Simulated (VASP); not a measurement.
# C (P1) in VASP: single point with r2SCAN

Aim: the single point of C with r2SCAN.

All numbers are computed with VASP 6.6.1; they aren't measurements. Logs are shortened: lines on timing, memory, paths and dates and some standing lists are left out, and cuts for length are marked.

## Step 1: The cell of the first run

The typed cell holds 8 atoms: a = 4.457 Å, b = 4.427 Å, c = 4.312 Å, α = 67.63°, β = 70.69°, γ = 65.60°.

## Step 2: Single point, r2SCAN (atoms moved at random and the cell strained at random)

POSCAR

```
C
1.0
   -2.4177977950     -1.6062511758      3.3821937123
    2.3935332943     -1.4835724714      3.4163626604
    0.0941106241      2.8011680077      3.2769856420
C
8
Direct
    0.1547512841      0.1696186499      0.1470897876
    0.6905872357      0.6518155978      0.1619493607
    0.6401511665      0.2077513027      0.6417974960
    0.2045416008      0.6609000665      0.6557310296
    0.8077702603      0.8680809547      0.8195140234
    0.2736935623      0.3136208273      0.8477925101
    0.3898440644      0.8265282313      0.3018497887
    0.8386608260      0.3016843699      0.4242760038
```

INCAR.step1

```
SYSTEM = C
PREC = Accurate
ENCUT = 520
ISMEAR = 0
SIGMA = 0.05
LREAL = .False.
LASPH = .True.
NELM = 80
NBANDS = 26
GGA = PE
ALGO = Normal
EDIFF = 1E-4
LWAVE = .True.
LCHARG = .False.
```

INCAR.step2

```
SYSTEM = C
PREC = Accurate
ENCUT = 520
EDIFF = 1E-6
ISMEAR = 0
SIGMA = 0.05
LREAL = .False.
LASPH = .True.
NELM = 80
ALGO = Normal
ISIF = 2
LWAVE = .False.
LCHARG = .False.
METAGGA = R2SCAN
LMIXTAU = .True.
NBANDS = 26
ISTART = 1
```

KPOINTS

```
regular mesh
0
Gamma
  6 6 6
  0 0 0
```

Potentials or basis: VASP PAW PBE potentials, release 64 (C).

The run is started by

```
> cat potpaw_PBE.64/C/POTCAR > POTCAR
> cp INCAR.step1 INCAR
> mpirun -np 1 vasp_std > vasp.out
> cp INCAR.step2 INCAR
> mpirun -np 1 vasp_std > vasp.out
```

OUTCAR:

```text
SYSTEM = C
   PREC = Accurate
   ENCUT = 520
   EDIFF = 1E-6
   ISMEAR = 0
   LREAL = .False.
   LASPH = .True.
   NELM = 80
   ISIF = 2
   METAGGA = R2SCAN
   ISTART = 1

 ion  position               nearest neighbor table
   1  0.155  0.170  0.147-   6 1.25   7 1.49   8 1.58
   2  0.691  0.652  0.162-   7 1.31   5 1.48   8 1.56
   3  0.640  0.208  0.642-   8 1.14   5 1.41   6 1.55
   4  0.205  0.661  0.656-   6 1.40   7 1.54   5 1.67
   5  0.808  0.868  0.820-   3 1.41   2 1.48   4 1.67   8 2.04
   6  0.274  0.314  0.848-   1 1.25   4 1.40   3 1.55
   7  0.390  0.827  0.302-   2 1.31   1 1.49   4 1.54
   8  0.839  0.302  0.424-   3 1.14   2 1.56   1 1.58   5 2.04

  LATTYP: Found a triclinic cell.
 ALAT       =     4.8647478396
 B/A-ratio  =     1.6562371693
 C/A-ratio  =     1.5350837528
 COS(alpha) =     0.0084675630
 COS(beta)  =     0.3889697879
 COS(gamma) =     0.8928155020

  Lattice vectors:

 A1 = (  -2.2994226702,   4.2847404791,  -0.1393770184)
 A2 = (  -2.2053120461,   7.0859084868,   3.1376086236)
 A3 = (   0.0242645007,   3.0898236472,  -6.7985563727)

Analysis of symmetry for initial positions (statically):
=====================================================================
 Subroutine PRICEL returns:
 Original cell was already a primitive cell.

 Routine SETGRP: Setting up the symmetry group for a
 triclinic supercell.

 Subroutine GETGRP returns: Found  1 space group operations
 (whereof  1 operations were pure point group operations)
 out of a pool of  2 trial point group operations.

The static configuration has the point symmetry C_1 .

Analysis of symmetry for dynamics (positions and initial velocities):
=====================================================================
 Subroutine PRICEL returns:
 Original cell was already a primitive cell.

 Routine SETGRP: Setting up the symmetry group for a
 triclinic supercell.

 Subroutine GETGRP returns: Found  1 space group operations
 (whereof  1 operations were pure point group operations)
 out of a pool of  2 trial point group operations.

The dynamic configuration has the point symmetry C_1 .

 Subroutine INISYM returns: Found  1 space group operations
 (whereof  1 operations are pure point group operations),
 and found     1 'primitive' translations

----------------------------------------------------------------------------------------

                                     Primitive cell

  volume of cell :      70.1234

  direct lattice vectors                    reciprocal lattice vectors
    -2.417797795 -1.606251176  3.382193712    -0.205800723 -0.107268837  0.097603744
     2.393533294 -1.483572471  3.416362660     0.210168784 -0.117526904  0.094426257
     0.094110624  2.801168008  3.276985642    -0.006699716  0.233238286  0.105978765

  length of vectors
     4.457019556  4.427360696  4.312079999     0.251767813  0.258649974  0.256274233

  position of ions in fractional coordinates (direct lattice)
     0.154751284  0.169618650  0.147089788
     0.690587236  0.651815598  0.161949361
     0.640151166  0.207751303  0.641797496
     0.204541601  0.660900066  0.655731030
     0.807770260  0.868080955  0.819514023
     0.273693562  0.313620827  0.847792510
     0.389844064  0.826528231  0.301849789
     0.838660826  0.301684370  0.424276004

  ion indices of the primitive-cell ions
   primitive index   ion index
                 1           1
                 2           2
                 3           3
                 4           4
                 5           5
                 6           6
                 7           7
                 8           8

----------------------------------------------------------------------------------------

 KPOINTS: regular mesh

Automatic generation of k-mesh.
 Grid dimensions read from file:
 generate k-points for:    6    6    6

 Generating k-lattice:

  Cartesian coordinates                     Fractional coordinates (reciprocal lattice)
    -0.034300120 -0.017878140  0.016267291     0.166666667  0.000000000  0.000000000
     0.035028131 -0.019587817  0.015737710     0.000000000  0.166666667 -0.000000000
    -0.001116619  0.038873048  0.017663127     0.000000000  0.000000000  0.166666667

  Length of vectors
     0.041961302  0.043108329  0.042712372

  Shift w.r.t. Gamma in fractional coordinates (k-lattice)
     0.000000000  0.000000000  0.000000000

 Subroutine IBZKPT returns following result:
 ===========================================

 Found    112 irreducible k-points:

 Following reciprocal coordinates:
            Coordinates               Weight
  0.000000  0.000000  0.000000      1.000000
  0.166667 -0.000000 -0.000000      2.000000
  0.333333 -0.000000 -0.000000      2.000000
  0.500000 -0.000000 -0.000000      1.000000
 -0.000000  0.166667  0.000000      2.000000
  0.166667  0.166667  0.000000      2.000000
[... 16 lines left out ...]
  0.333333  0.000000  0.166667      2.000000
  0.500000  0.000000  0.166667      2.000000
 [... further k-points ...]
   k-points           NKPTS =    112   k-points in BZ     NKDIM =    112   number of bands    NBANDS=     26
   number of dos      NEDOS =    301   number of ions     NIONS =      8
   total plane-waves  NPLWV =  41472
   dimension x,y,z NGX =    36 NGY =   36 NGZ =   32
   dimension x,y,z NGXF=    72 NGYF=   72 NGZF=   64
   ions per type =               8
   NGX,Y,Z   is equivalent  to a cutoff of  13.43, 13.52, 12.34 a.u.
   NGXF,Y,Z  is equivalent  to a cutoff of  26.86, 27.04, 24.67 a.u.
 SYSTEM =  C
   PREC   = accura    normal or accurate (medium, high low for compatibility)
   ISTART =      1    job   : 0-new  1-cont  2-samecut
   ICHARG =      0    charge: 1-file 2-atom 10-const
   ISPIN  =      1    spin polarized calculation?
   LNONCOLLINEAR =      F non collinear calculations
   LSORBIT =      F    spin-orbit coupling
   LASPH  =      T    aspherical Exc in radial PAW
   ENCUT  =  520.0 eV  38.22 Ry    6.18 a.u.   8.29  8.23  8.02*2*pi/ulx,y,z
   NELM   =     80;   NELMIN=  2; NELMDL=  0     # of ELM steps
   EDIFF  = 0.1E-05   stopping-criterion for ELM
   LREAL  =      F    real-space projection
   EDIFFG = 0.1E-04   stopping-criterion for IOM
   NSW    =      0    number of steps for IOM
   IBRION =     -1    ionic relax: 0-MD 1-quasi-New 2-CG
   NFREE  =      0    steps in history (QN), initial steepest desc. (CG)
   ISIF   =      2    stress and relaxation
   ISYM   =      2    0-nonsym 1-usesym 2-fastsym
   POTIM  = 0.5000    time-step for ionic-motion
   TEBEG  =    0.0;   TEEND  =   0.0 temperature during run
   PSTRESS=    0.0 pullay stress
   NELECT =      32.0000    total number of electrons
   NUPDOWN=      -1.0000    fix difference up-down
   EMIN   =  10.00;   EMAX   =-10.00  energy-range for DOS
   EFERMI =   0.00;   METHOD = LEGACY
   ISMEAR =     0;   SIGMA  =   0.05  broadening in eV -4-tet -1-fermi 0-gaus
   EFERMI_NEDOS =   21; number of points for ismear=-14 and -15
   IALGO  =     38    algorithm
   IMIX   =      4    mixing-type and parameters
     AMIX     =   0.40;   BMIX     =  1.00
     AMIX_MAG =   1.60;   BMIX_MAG =  1.00
  volume/ion in A,a.u.               =       8.77        59.15
  Fermi-wavevector in a.u.,A,eV,Ry     =   1.260387  2.381785 21.613867  1.588574
  Thomas-Fermi vector in A             =   2.393899
   LORBIT       =      0    0 simple, 1 ext, 2 COOP (PROOUT), +10 PAW based schemes
   METAGGA = R2SCAN    functional components
   LHFCALC =     F    Hartree Fock is set to
   AEXX    =    0.0000 exact exchange contribution
   IVDW    =     0    specifies the selected vdW correction
   LEPSILON=     F    determine dielectric tensor
   LRPA    =     F    only Hartree local field effects (RPA)
 non-spin polarized calculation
 Gauss-broadening in eV      SIGMA  =   0.05
  energy-cutoff  :      520.00
  volume of cell :       70.12
 maximum number of plane-waves:      1901
 NGX is ok and might be reduce to    36
   NGX = 17   NGY = 17   NGZ = 17

 number of electron      31.9999999 magnetization

 Free energy of the ion-electron system (eV)
  ---------------------------------------------------
  ext. energy  EPLUGINS =         0.00000000
  ---------------------------------------------------
  free energy    TOTEN  =       -70.52585841 eV

  energy without entropy =      -70.52581692  energy(sigma->0) =      -70.52583767

 E-fermi :   4.4756     XC(G=0): -11.1778

 val. band max:        4.3960630369   @ k =  -0.1667   0.3333   0.5000
 cond. band min:       4.5552140131   @ k =  -0.1667   0.1667   0.0000
 fundamental gap:      0.1591509761
 Fermi energy:         4.4756385858

 k-point     1 :       0.0000    0.0000    0.0000
  band No.  band energies     occupation
      1     -16.5225      2.00000
      2     -12.5306      2.00000
      3     -11.1014      2.00000
      4      -9.8187      2.00000
      5      -9.4752      2.00000
      6      -8.2616      2.00000
[... 18 lines left out ...]
     25      15.0063      0.00000
     26      15.3195      0.00000

 k-point     2 :       0.1667   -0.0000   -0.0000
  band No.  band energies     occupation
      1     -16.3645      2.00000
      2     -12.9497      2.00000
      3     -11.3639      2.00000
      4     -10.2353      2.00000
      5      -9.2400      2.00000
      6      -8.0061      2.00000
[... 18 lines left out ...]
     25      14.6264      0.00000
     26      15.5851      0.00000

 k-point     3 :       0.3333   -0.0000   -0.0000
  band No.  band energies     occupation
      1     -15.9220      2.00000
      2     -13.8526      2.00000
      3     -11.7182      2.00000
      4     -10.7359      2.00000
      5      -8.4758      2.00000
      6      -7.2547      2.00000
[... 572 lines left out ...]
 k-point    23 :       0.3333    0.0000    0.1667
  band No.  band energies     occupation
      1     -15.9874      2.00000
      2     -13.3878      2.00000
      3     -12.3242      2.00000
      4     -10.0852      2.00000
      5      -9.4587      2.00000
      6      -6.3640      2.00000
[... 18 lines left out ...]
     25      14.8555      0.00000
     26      15.1210      0.00000

 k-point    24 :       0.5000    0.0000    0.1667
  band No.  band energies     occupation
      1     -15.4931      2.00000
      2     -14.2243      2.00000
      3     -12.6568      2.00000
      4      -9.9279      2.00000
      5      -8.9374      2.00000
      6      -6.0825      2.00000
[... 18 lines left out ...]
     25      13.8871      0.00000
     26      15.3335      0.00000

 [... further k-points ...]

------------------------ aborting loop because EDIFF is reached ----------------------------------------

  FORCE on cell =-STRESS in cart. coord.  units (eV):
  Direction    XX          YY          ZZ          XY          YZ          ZX
  --------------------------------------------------------------------------------------
  -------------------------------------------------------------------------------------
  Total       10.7825349     14.2652624      0.5138534     -1.9851989     -5.1121898      0.8570949
  in kB      246.3589459    325.9321707     11.7405025    -45.3577485   -116.8031183     19.5828711
  external PRESSURE =     194.6772064 kB  Pullay stress =       0.0000000 kB

 VOLUME and BASIS-vectors are now :
 -----------------------------------------------------------------------------
  energy-cutoff  :      520.00
  volume of cell :       70.12
      direct lattice vectors                 reciprocal lattice vectors
    -2.417797795 -1.606251176  3.382193712    -0.205800723 -0.107268837  0.097603744
     2.393533294 -1.483572471  3.416362660     0.210168784 -0.117526904  0.094426257
     0.094110624  2.801168008  3.276985642    -0.006699716  0.233238286  0.105978765

 POSITION                                       TOTAL-FORCE (eV/Angst)
 -----------------------------------------------------------------------------------
      0.04567     -0.08819      1.58489        -3.909002     12.025934      2.119054
     -0.09432     -1.62262      5.09324        -0.657632     -2.470270      1.221523
     -0.99010      0.46132      4.97803         0.193582     24.503208     -4.711114
      1.14906      0.52777      5.09849         6.598006      0.912855     -1.451138
      0.20188     -0.28975      8.38325        -7.585388      0.740089      0.584645
      0.16871      1.46991      4.77533         0.691527    -13.258743      2.297628
      1.06417     -1.00687      5.13141         5.981927      6.046835     -1.412860
     -1.26569     -0.60620      5.25752        -1.313019    -28.499908      1.352262
 -----------------------------------------------------------------------------------
    total drift:                                0.000011     -0.000269     -0.000644

  FREE ENERGIE OF THE ION-ELECTRON SYSTEM (eV)
  ---------------------------------------------------
  free  energy   TOTEN  =       -70.5258584147 eV

  energy  without entropy=      -70.5258169213  energy(sigma->0) =      -70.52583767
```

Wall time 4.2 min (1 thread of Intel Xeon 6975P-C (Granite Rapids), shared host); peak memory 0.28 GiB.

What came out:

```yaml
Free_energy: -70.5259 eV
Pressure: 19.5 GPa
Largest_force: 28.562 eV/Å
```

Forces on the atoms (eV/Å):
```
C    -3.909  12.026   2.119
C    -0.658  -2.470   1.222
C     0.194  24.503  -4.711
C     6.598   0.913  -1.451
C    -7.585   0.740   0.585
C     0.692 -13.259   2.298
C     5.982   6.047  -1.413
C    -1.313 -28.500   1.352
```

Stress tensor (GPa, compression positive):
```
 24.64  -4.54   1.96
 -4.54  32.59 -11.68
  1.96 -11.68   1.17
```

Caveat: the cell differs from its parent crystal (atoms moved at random and the cell strained at random); the cell stands under pressure; the PAW data sets were made with another functional, which shifts forces and pressure a little.
